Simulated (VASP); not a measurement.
Input of a VASP 6.6.1 run:

The input INCAR:

```
ALGO = Normal
EDIFF = 1E-6
ENCUT = 750
GGA = PE
GGA_COMPAT = F
ISIF = 2
ISMEAR = 0
LASPH = T
LCHARG = F
LREAL = F
LWAVE = F
NBANDS = 21
NELM = 120
PREC = Accurate
SIGMA = 0.1
```

Contents of KPOINTS:

```
k-points
0
Gamma
  4 4 4
```

File POSCAR:

```
LiPS3
1.0
    4.0301340328     -3.4378199799      0.0000000000
    4.0301340328      3.4378199799      0.0000000000
   -0.4755656528      0.0000000000      5.4243808447
Li P S
1 1 3
Direct
    0.0096547247      0.0096547247      0.5915019795
    0.3776444814      0.3776444814      0.7523672782
    0.0398844889      0.5212210475      0.5951139236
    0.5412902774      0.5412902774      0.0300337951
    0.5212210475      0.0398844889      0.5951139236
```

Potentials or basis: VASP PAW PBE potentials, release 64 (Li_sv, P, S).

Run with:

```bash
$ cat potpaw_PBE.64/Li_sv/POTCAR potpaw_PBE.64/P/POTCAR potpaw_PBE.64/S/POTCAR > POTCAR
$ mpirun -np 1 vasp_std > vasp.out
```

Task: What does it give for the pressure?

Result: -0.3 GPa.

Task: What does it give for the band gap on the k mesh?

Result: 1.46 eV.

Forces on the atoms (eV/Å):
```
Li   0.057  0.000  0.022
P   -0.035  0.000 -0.314
S    0.019 -0.288  0.151
S   -0.060  0.000 -0.011
S    0.019  0.288  0.151
```

A k mesh can miss the band edges.
